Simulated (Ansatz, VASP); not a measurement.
One calculation of CuO, two programs

```xyz
4
Lattice="3.1755 0.0000 0.0000 0.0000 3.1755 0.0000 0.0000 0.0000 4.6495" Properties=species:S:1:pos:R:3 pbc="T T T"
Cu    0.0000    0.0000    0.0000
Cu    1.5877    1.5877    0.0000
O     1.5877    0.0000    1.2414
O     0.0000    1.5877    3.4081
```

Alike in both runs: task relaxation of cell and atoms; functional r2SCAN; k mesh 8 × 8 × 6; occupations fermi-dirac, width 0.05 eV; no spin polarisation; Hubbard terms Cu d U = 5.3 eV.

```csv
,VASP,Ansatz
version,VASP 6.6.1,Ansatz 0.2.0
potentials or method,"VASP PAW PBE potentials, release 64 (Cu, O)",Ansatz PAW
plane-wave cutoff (eV),600,500
valence electrons in the cell,34,50
```

|  | VASP | Ansatz | Ansatz less VASP |
| --- | --- | --- | --- |
| gap on the k mesh at the Fermi level, each at its own relaxed structure (eV) | none | none | - |
| relaxed volume (Å³/atom) | 12.12 | 12.22 | +0.094 |
| relaxed length of the cell vector where the two differ most in proportion (Å) | 3.341 | 3.276 | -0.0648 |

VASP's potentials were made for PBE, not for r2SCAN. The programs project onto different local orbitals, so the same U acts differently, and such runs can settle in different states. A gap of «none» marks a metal or a gap that the smearing closes. VASP's potentials hold 34 valence electrons a cell and Ansatz's 50, so a difference there can come from the potentials and not from the codes.

Noted on Ansatz's run: the plane-wave basis is chosen anew once the cell has moved, so the energies of steps on either side of that aren't comparable.
